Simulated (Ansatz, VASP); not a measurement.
# Ga2Si3 in VASP and in Ansatz

```
Ga Si
1.0
     3.80152    0.00000    0.00000
    -1.90076    3.29221    0.00000
     0.00000    0.00000    7.28447
Ga Si
2 3
Cartesian
  0.0000 2.1948 1.2742
  1.9008 1.0974 6.0103
  0.0000 0.0000 0.0000
  0.0000 2.1948 4.1170
  1.9008 1.0974 3.1674
```

Alike in both runs: functional r2SCAN; k mesh 12 × 12 × 6; occupations gaussian, width 0.1 eV; no spin polarisation.

Ansatz relaxed the structure, and its values are those at the end. VASP's run is a single point on that final structure, the one shown.

|  | VASP | Ansatz |
| --- | --- | --- |
| version | VASP 6.6.1 | Ansatz 0.2.0 |
| potentials or method | VASP PAW PBE potentials, release 64 (Ga_d, Si), cutoff 520 eV | scalar-relativistic, plane waves, PAW |
| valence electrons in the cell | 38 | 38 |

|  | VASP | Ansatz | Ansatz less VASP |
| --- | --- | --- | --- |
| gap on the k mesh at the Fermi level (eV) | none | none | - |
| pressure (GPa) | 0.0 | 0.0 | +0.04 |
| rms of the force components (eV/Å) | 0.009 | 0.001 | -0.0073 |

VASP's potentials were made for PBE, not for r2SCAN. A gap of «none» marks a metal or a gap that the smearing closes.
